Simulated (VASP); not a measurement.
Input of a VASP 6.6.1 run:

INCAR

```
PREC = Accurate ; ENCUT = 500
EDIFF = 1E-6 ; ISMEAR = 0
SIGMA = 0.01 ; LREAL = F
LASPH = T ; NELM = 120
ALGO = Normal ; ISIF = 2
LWAVE = F ; LCHARG = T
GGA = PE ; LELF = T
LVHAR = T ; NBANDS = 28
GGA_COMPAT = F
```

Contents of KPOINTS:

```
Automatic mesh
0
Gamma
  6 6 4
```

The input POSCAR:

```
SnSe
1.0
    5.1997423051      0.0000000000      0.0000000000
   -2.5998711526      4.5031089294      0.0000000000
    0.0000000000      0.0000000000      6.2446471387
Sn Se
2 2
Direct
    0.3333333333      0.6666666667      0.2500000000
    0.6666666667      0.3333333333      0.7500000000
    0.6666666667      0.3333333333      0.2500000000
    0.3333333333      0.6666666667      0.7500000000
```

Potentials or basis: VASP PAW PBE potentials, release 64 (Sn_d, Se).

The run is started by

```sh
$ cat potpaw_PBE.64/Sn_d/POTCAR potpaw_PBE.64/Se/POTCAR > POTCAR
$ mpirun -np 1 vasp_std > vasp.out
```

(1) Estimate the band gap on the k mesh.

(2) Predict the pressure.

Answers

(1) 0.58 eV, direct.

(2) -1.9 GPa.

Caveat: spin-orbit coupling is left out, which moves the levels of the heavy elements.
